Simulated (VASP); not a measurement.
# Be2ZnO3 (Cc) in VASP: single point with PBE

Aim: the single point of Be2ZnO3 with PBE.

Program: VASP 6.6.1. These are calculated values, not measurements. Logs are shortened: lines on timing, memory, paths and dates and some standing lists are left out, and cuts for length are marked.

## (1) The cell of the first run

The structure is monoclinic, space group Cc (No. 9). The conventional cell has a = 4.984 Å, b = 8.732 Å, c = 4.920 Å, α = 90.00°, β = 107.91°, γ = 90.00°. Be (site symmetry 1) has 4 O at 1.64 to 1.70 Å within 2.2 Å. Within 2.2 Å of Be (site symmetry 1) lie 4 O at 1.64 to 1.73 Å. Zn (site symmetry 1) has 4 O at 1.96 to 1.98 Å within 2.6 Å. O (site symmetry 1) has 3 Be at 1.67 to 1.70 Å and 1 Zn at 1.97 Å within 2.2 Å. Within 2.2 Å of O (site symmetry 1) lie 2 Be at 1.64 Å and 2 Zn at 1.96 to 1.98 Å. Within 2.2 Å of O (site symmetry 1) lie 3 Be at 1.68 to 1.73 Å and 1 Zn at 1.97 Å.

## (2) Single point, PBE

INCAR reads:

```
PREC     = Accurate       # precision mode
ENCUT    = 520            # plane-wave cutoff, eV
EDIFF    = 1E-6           # SCF threshold, eV
ISMEAR   = 0              # smearing method
SIGMA    = 0.02           # smearing width, eV
LREAL    = False          # projectors in reciprocal space
LASPH    = True           # aspherical terms in the spheres
NELM     = 60             # most SCF steps
ALGO     = Normal         # electronic algorithm
ISIF     = 2              # what is computed and relaxed
LWAVE    = False          # write WAVECAR
LCHARG   = False          # write CHGCAR
GGA      = PE             # functional
NBANDS   = 46             # bands
```

KPOINTS reads:

```
Automatic mesh
0
Gamma
  6 6 6
```

POSCAR reads:

```
Be2ZnO3
1.0
    2.4921846516     -4.3662306321      0.0023833780
    2.4921846516      4.3662306321      0.0023833780
   -1.5175489679      0.0000000000      4.6801371320
Be Zn O
4 2 6
Direct
    0.5889845118      0.4214071407      0.0004688035
    0.2540720432      0.7381131078      0.9993361353
    0.4214071407      0.5889845118      0.5004688035
    0.7381131078      0.2540720432      0.4993361353
    0.9169629047      0.0909484132      0.0092936708
    0.0909484132      0.9169629047      0.5092936708
    0.3386497838      0.4978180565      0.1387246158
    0.9555786426      0.7376264636      0.0937414755
    0.5811033096      0.1287356224      0.1334352991
    0.4978180565      0.3386497838      0.6387246158
    0.7376264636      0.9555786426      0.5937414755
    0.1287356224      0.5811033096      0.6334352991
```

Potentials or basis: VASP PAW PBE potentials, release 64 (Be, Zn, O).

The run is started by

```
$ cat potpaw_PBE.64/Be/POTCAR potpaw_PBE.64/Zn/POTCAR potpaw_PBE.64/O/POTCAR > POTCAR
$ mpirun -np 1 vasp_std > vasp.out
```

OUTCAR:

```text
PREC = Accurate
   ENCUT = 520
   EDIFF = 1E-6
   ISMEAR = 0
   LREAL = False
   LASPH = True
   NELM = 60
   ISIF = 2
   GGA = PE

 ion  position               nearest neighbor table
   1  0.589  0.421  0.000-   8 1.64   9 1.68   7 1.69  10 1.70
   2  0.254  0.738  0.999-   8 1.64   7 1.67  12 1.73   9 1.73
   3  0.421  0.589  0.500-  11 1.64  12 1.68  10 1.69   7 1.70
   4  0.738  0.254  0.499-  11 1.64  10 1.67   9 1.73  12 1.73
   5  0.917  0.091  0.009-  11 1.96   7 1.97   9 1.97   8 1.98   6 2.89   6 2.89
   6  0.091  0.917  0.509-   8 1.96  10 1.97  12 1.97  11 1.98   5 2.89   5 2.89
   7  0.339  0.498  0.139-   2 1.67   1 1.69   3 1.70   5 1.97
   8  0.956  0.738  0.094-   1 1.64   2 1.64   6 1.96   5 1.98
   9  0.581  0.129  0.133-   1 1.68   4 1.73   2 1.73   5 1.97
  10  0.498  0.339  0.639-   4 1.67   3 1.69   1 1.70   6 1.97
  11  0.738  0.956  0.594-   3 1.64   4 1.64   5 1.96   6 1.98
  12  0.129  0.581  0.633-   3 1.68   2 1.73   4 1.73   6 1.97

  LATTYP: Found a base centered monoclinic cell.
 ALAT       =     4.9843715825
 B/A-ratio  =     1.7519683514
 C/A-ratio  =     0.9870901779
 COS(beta)  =    -0.3075335401

  Lattice vectors:

 A1 = (   2.4921846516,  -4.3662306321,   0.0023833780)
 A2 = (   2.4921846516,   4.3662306321,   0.0023833780)
 A3 = (  -1.5175489679,   0.0000000000,   4.6801371320)

Analysis of symmetry for initial positions (statically):
=====================================================================
 Subroutine PRICEL returns:
 Original cell was already a primitive cell.

 Routine SETGRP: Setting up the symmetry group for a
 base centered monoclinic supercell.

 Subroutine GETGRP returns: Found  2 space group operations
 (whereof  1 operations were pure point group operations)
 out of a pool of  4 trial point group operations.

The static configuration has the point symmetry C_1 .
 The point group associated with its full space group is C_1h.

Analysis of symmetry for dynamics (positions and initial velocities):
=====================================================================
 Subroutine PRICEL returns:
 Original cell was already a primitive cell.

 Routine SETGRP: Setting up the symmetry group for a
 base centered monoclinic supercell.

 Subroutine GETGRP returns: Found  2 space group operations
 (whereof  1 operations were pure point group operations)
 out of a pool of  4 trial point group operations.

The dynamic configuration has the point symmetry C_1 .
 The point group associated with its full space group is C_1h.

 Subroutine INISYM returns: Found  2 space group operations
 (whereof  1 operations are pure point group operations),
 and found     1 'primitive' translations

----------------------------------------------------------------------------------------

                                     Primitive cell

  volume of cell :     101.8850

  direct lattice vectors                    reciprocal lattice vectors
     2.492184652 -4.366230632  0.002383378     0.200564994 -0.114515252  0.065033821
     2.492184652  4.366230632  0.002383378     0.200564994  0.114515252  0.065033821
    -1.517548968  0.000000000  4.680137132    -0.000204277  0.000000000  0.213602715

  length of vectors
     5.027420805  5.027420805  4.920024232     0.239936362  0.239936362  0.213602813

  position of ions in fractional coordinates (direct lattice)
     0.588984512  0.421407141  0.000468803
     0.254072043  0.738113108  0.999336135
     0.421407141  0.588984512  0.500468803
     0.738113108  0.254072043  0.499336135
     0.916962905  0.090948413  0.009293671
     0.090948413  0.916962905  0.509293671
     0.338649784  0.497818057  0.138724616
     0.955578643  0.737626464  0.093741476
     0.581103310  0.128735622  0.133435299
     0.497818057  0.338649784  0.638724616
     0.737626464  0.955578643  0.593741476
     0.128735622  0.581103310  0.633435299

  ion indices of the primitive-cell ions
   primitive index   ion index
                 1           1
                 2           2
                 3           3
                 4           4
                 5           5
                 6           6
                 7           7
                 8           8
                 9           9
                10          10
                11          11
                12          12

----------------------------------------------------------------------------------------

 KPOINTS: Automatic mesh

Automatic generation of k-mesh.
 Grid dimensions read from file:
 generate k-points for:    6    6    6

 Generating k-lattice:

  Cartesian coordinates                     Fractional coordinates (reciprocal lattice)
     0.033427499 -0.019085875  0.010838970     0.166666667  0.000000000 -0.000000000
     0.033427499  0.019085875  0.010838970     0.000000000  0.166666667 -0.000000000
    -0.000034046  0.000000000  0.035600453     0.000000000  0.000000000  0.166666667

  Length of vectors
     0.039989394  0.039989394  0.035600469

  Shift w.r.t. Gamma in fractional coordinates (k-lattice)
     0.000000000  0.000000000  0.000000000

 Subroutine IBZKPT returns following result:
 ===========================================

 Found     68 irreducible k-points:

 Following reciprocal coordinates:
            Coordinates               Weight
  0.000000  0.000000  0.000000      1.000000
  0.166667  0.000000  0.000000      4.000000
  0.333333  0.000000  0.000000      4.000000
  0.500000  0.000000 -0.000000      2.000000
  0.166667  0.166667  0.000000      2.000000
  0.333333  0.166667 -0.000000      4.000000
[... 16 lines left out ...]
 -0.333333  0.166667  0.166667      4.000000
 -0.166667  0.166667  0.166667      4.000000
 [... further k-points ...]
   k-points           NKPTS =     68   k-points in BZ     NKDIM =     68   number of bands    NBANDS=     46
   number of dos      NEDOS =    301   number of ions     NIONS =     12
   total plane-waves  NPLWV =  64000
   dimension x,y,z NGX =    40 NGY =   40 NGZ =   40
   dimension x,y,z NGXF=    80 NGYF=   80 NGZF=   80
   ions per type =               4   2   6
   NGX,Y,Z   is equivalent  to a cutoff of  13.23, 13.23, 13.52 a.u.
   NGXF,Y,Z  is equivalent  to a cutoff of  26.45, 26.45, 27.03 a.u.
 SYSTEM =  unknown system
   PREC   = accura    normal or accurate (medium, high low for compatibility)
   ISTART =      0    job   : 0-new  1-cont  2-samecut
   ICHARG =      2    charge: 1-file 2-atom 10-const
   ISPIN  =      1    spin polarized calculation?
   LNONCOLLINEAR =      F non collinear calculations
   LSORBIT =      F    spin-orbit coupling
   LASPH  =      T    aspherical Exc in radial PAW
   ENCUT  =  520.0 eV  38.22 Ry    6.18 a.u.   9.35  9.35  9.15*2*pi/ulx,y,z
   NELM   =     60;   NELMIN=  2; NELMDL= -5     # of ELM steps
   EDIFF  = 0.1E-05   stopping-criterion for ELM
   LREAL  =      F    real-space projection
   EDIFFG = 0.1E-04   stopping-criterion for IOM
   NSW    =      0    number of steps for IOM
   IBRION =     -1    ionic relax: 0-MD 1-quasi-New 2-CG
   NFREE  =      0    steps in history (QN), initial steepest desc. (CG)
   ISIF   =      2    stress and relaxation
   ISYM   =      2    0-nonsym 1-usesym 2-fastsym
   POTIM  = 0.5000    time-step for ionic-motion
   TEBEG  =    0.0;   TEEND  =   0.0 temperature during run
   PSTRESS=    0.0 pullay stress
   NELECT =      68.0000    total number of electrons
   NUPDOWN=      -1.0000    fix difference up-down
   EMIN   =  10.00;   EMAX   =-10.00  energy-range for DOS
   EFERMI =   0.00;   METHOD = LEGACY
   ISMEAR =     0;   SIGMA  =   0.02  broadening in eV -4-tet -1-fermi 0-gaus
   EFERMI_NEDOS =   21; number of points for ismear=-14 and -15
   IALGO  =     38    algorithm
   IMIX   =      4    mixing-type and parameters
     AMIX     =   0.40;   BMIX     =  1.00
     AMIX_MAG =   1.60;   BMIX_MAG =  1.00
  volume/ion in A,a.u.               =       8.49        57.30
  Fermi-wavevector in a.u.,A,eV,Ry     =   1.430675  2.703584 27.848840  2.046832
  Thomas-Fermi vector in A             =   2.550495
   LORBIT       =      0    0 simple, 1 ext, 2 COOP (PROOUT), +10 PAW based schemes
   GGA     = PE    functional components
   LHFCALC =     F    Hartree Fock is set to
   AEXX    =    0.0000 exact exchange contribution
   IVDW    =     0    specifies the selected vdW correction
   LEPSILON=     F    determine dielectric tensor
   LRPA    =     F    only Hartree local field effects (RPA)
 non-spin polarized calculation
 Gauss-broadening in eV      SIGMA  =   0.02
  energy-cutoff  :      520.00
  volume of cell :      101.88
 maximum number of plane-waves:      2768
 NGX is ok and might be reduce to    40
   NGX = 19   NGY = 19   NGZ = 19

 number of electron      67.9999995 magnetization

 Free energy of the ion-electron system (eV)
  ---------------------------------------------------
  ext. energy  EPLUGINS =         0.00000000
  ---------------------------------------------------
  free energy    TOTEN  =       -73.92817264 eV

  energy without entropy =      -73.92817264  energy(sigma->0) =      -73.92817264

 E-fermi :   2.7328     XC(G=0): -11.2291

 val. band max:        2.5951369509   @ k =   0.0000   0.0000   0.0000
 cond. band min:       6.1447496051   @ k =   0.0000   0.0000   0.0000
 fundamental gap:      3.5496126542
 Fermi energy:         2.7327817276

 k-point     1 :       0.0000    0.0000    0.0000
  band No.  band energies     occupation
      1     -15.8220      2.00000
      2     -14.5102      2.00000
      3     -14.3016      2.00000
      4     -14.1731      2.00000
      5     -14.1507      2.00000
      6     -14.0167      2.00000
[... 38 lines left out ...]
     45      15.5354      0.00000
     46      15.9624      0.00000

 k-point     2 :       0.1667    0.0000    0.0000
  band No.  band energies     occupation
      1     -15.7299      2.00000
      2     -14.5023      2.00000
      3     -14.3470      2.00000
      4     -14.2693      2.00000
      5     -14.1528      2.00000
      6     -14.0152      2.00000
[... 1070 lines left out ...]
 k-point    24 :      -0.1667    0.1667    0.1667
  band No.  band energies     occupation
      1     -15.6653      2.00000
      2     -14.6066      2.00000
      3     -14.3867      2.00000
      4     -14.2724      2.00000
      5     -14.0861      2.00000
      6     -14.0133      2.00000
[... 38 lines left out ...]
     45      15.6535      0.00000
     46      15.8486      0.00000

 [... further k-points ...]
[... 5 lines left out ...]
  --------------------------------------------------------------------------------------
  -------------------------------------------------------------------------------------
  Total        0.4451779      0.4676561      0.4556164      0.0000000      0.0000000      0.0356155
  in kB        7.0005805      7.3540583      7.1647296      0.0000000      0.0000000      0.5600661
  external PRESSURE =       7.1731228 kB  Pullay stress =       0.0000000 kB

 VOLUME and BASIS-vectors are now :
 -----------------------------------------------------------------------------
  energy-cutoff  :      520.00
  volume of cell :      101.88
      direct lattice vectors                 reciprocal lattice vectors
     2.492184652 -4.366230632  0.002383378     0.200564994 -0.114515252  0.065033821
     2.492184652  4.366230632  0.002383378     0.200564994  0.114515252  0.065033821
    -1.517548968  0.000000000  4.680137132    -0.000204277  0.000000000  0.213602715

 POSITION                                       TOTAL-FORCE (eV/Angst)
 -----------------------------------------------------------------------------------
      2.51737     -0.73168      0.00460        -0.004316      0.002935     -0.001818
      0.95617      2.11343      4.67939         0.007353     -0.000146     -0.003043
      1.75860      0.73168      2.34467        -0.004316     -0.002935     -0.001818
      1.71494     -2.11343      2.33933         0.007353      0.000146     -0.003043
      2.49780     -3.60657      0.04590         0.002685     -0.009067      0.016462
      1.73902      3.60657      2.38597         0.002685      0.009067      0.016462
      1.87411      0.69497      0.65124         0.045907     -0.004966      0.016678
      4.07752     -0.95163      0.44276        -0.023726     -0.044042     -0.047316
      1.56656     -1.97514      0.62619        -0.027902      0.045011      0.019037
      1.11534     -0.69497      2.99131         0.045907      0.004966      0.016678
      3.31875      0.95163      2.78283        -0.023726      0.044042     -0.047316
      0.80778      1.97514      2.96626        -0.027902     -0.045011      0.019037
 -----------------------------------------------------------------------------------
    total drift:                               -0.001776     -0.000000      0.002337

  FREE ENERGIE OF THE ION-ELECTRON SYSTEM (eV)
  ---------------------------------------------------
  free  energy   TOTEN  =       -73.9281726431 eV

  energy  without entropy=      -73.9281726431  energy(sigma->0) =      -73.92817264
```

Wall time 12 min (1 thread of AMD EPYC 7R13, shared host); peak memory 0.38 GiB.

What came out:

```yaml
Free_energy: -73.9282 eV
Pressure: 0.7 GPa
Largest_force: 0.069 eV/Å
Band_gap_on_the_k_mesh: 3.55 eV, direct
```

Forces in eV/Å, atoms in the order of the input:
```
Be  -0.004  0.003 -0.002
Be   0.007  0.000 -0.003
Be  -0.004 -0.003 -0.002
Be   0.007  0.000 -0.003
Zn   0.003 -0.009  0.016
Zn   0.003  0.009  0.016
O    0.046 -0.005  0.017
O   -0.024 -0.044 -0.047
O   -0.028  0.045  0.019
O    0.046  0.005  0.017
O   -0.024  0.044 -0.047
O   -0.028 -0.045  0.019
```

Levels at points of the mesh, in eV from the valence-band top:
| k point | band 31 | band 32 | band 33 | band 34 | band 35 | band 36 | band 37 | band 38 |
| --- | --- | --- | --- | --- | --- | --- | --- | --- |
| (0.00, 0.00, 0.00) | -0.66 | -0.23 | -0.17 | 0.00 | 3.55 | 7.16 | 8.74 | 8.81 |
| (0.50, 0.00, 0.00) | -1.09 | -0.77 | -0.68 | -0.20 | 5.71 | 6.99 | 7.89 | 8.41 |
| (0.50, 0.50, 0.00) | -0.91 | -0.60 | -0.44 | -0.08 | 5.60 | 5.81 | 6.95 | 9.03 |
| (0.00, 0.00, 0.50) | -0.58 | -0.58 | -0.27 | -0.27 | 5.69 | 5.69 | 9.01 | 9.01 |
| (0.50, 0.00, 0.50) | -0.86 | -0.55 | -0.49 | -0.34 | 5.90 | 6.28 | 7.00 | 8.08 |
| (0.50, 0.50, 0.50) | -0.99 | -0.99 | -0.63 | -0.63 | 6.44 | 6.44 | 7.86 | 7.86 |

A k mesh can miss the band edges.
